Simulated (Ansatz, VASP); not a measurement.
# One calculation of NaCl, two programs

```xyz
2
Lattice="3.5016 0.0000 0.0000 0.0000 3.5016 0.0000 0.0000 0.0000 3.5016" Properties=species:S:1:pos:R:3 pbc="T T T"
Na    0.0000    0.0000    0.0000
Cl    1.7508    1.7508    1.7508
```

Alike in both runs: task relaxation of cell and atoms; functional PBE; dispersion D3(BJ); k mesh 6 × 6 × 6; occupations gaussian, width 0.02 eV; no spin polarisation.

|  | VASP | Ansatz |
| --- | --- | --- |
| version | VASP 6.6.1 | Ansatz 0.2.0 |
| potentials or method | VASP PAW PBE potentials, release 64 (Na_pv, Cl), cutoff 600 eV | scalar-relativistic, plane waves, PAW |
| valence electrons in the cell | 14 | 16 |

|  | VASP | Ansatz | Ansatz less VASP |
| --- | --- | --- | --- |
| gap on the k mesh at the Fermi level, each at its own relaxed structure (eV) | 4.17 | 4.19 | +0.023 |
| relaxed volume (Å³/atom) | 20.33 | 20.19 | -0.138 |
| relaxed cell length with the largest relative difference (Å) | 3.439 | 3.431 | -0.0078 |

VASP's potentials hold 14 valence electrons a cell and Ansatz's 16, so a difference there can come from the potentials and not from the codes.
